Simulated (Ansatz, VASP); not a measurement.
## Pt: VASP beside Ansatz

```
Pt
1.0
     2.76067    0.00000    0.00000
    -1.38033    2.39081    0.00000
     0.00000    0.00000    5.03174
Pt
2
Cartesian
  1.3803 0.7969 3.7738
  0.0000 1.5939 1.2579
```

Change from the starting cell: strain +0.000 along x and y, +0.050 along z, atoms carried along.

Alike in both runs: task single point; functional r2SCAN; k mesh 18 × 18 × 10; occupations gaussian, width 0.15 eV; no spin polarisation.

```csv
,VASP,Ansatz
version,VASP 6.6.1,Ansatz 0.2.0
potentials or method,"VASP PAW PBE potentials, release 64 (Pt_sv_GW), cutoff 630 eV","scalar-relativistic, plane waves, PAW"
valence electrons in the cell,36,36
```

|  | VASP | Ansatz | Ansatz less VASP |
| --- | --- | --- | --- |
| gap on the k mesh at the Fermi level (eV) | none | none | - |
| pressure (GPa) | -15.2 | -14.6 | +0.63 |
| traceless stress, the component that is largest in VASP (GPa) | -2.63 | -2.68 | -0.054 |

VASP's potentials were made for PBE, not for r2SCAN. A gap of «none» marks a metal or a gap that the smearing closes. The functional is the same, so the differences come from potentials, cutoffs and numerics.

Neither program's run includes spin-orbit coupling.
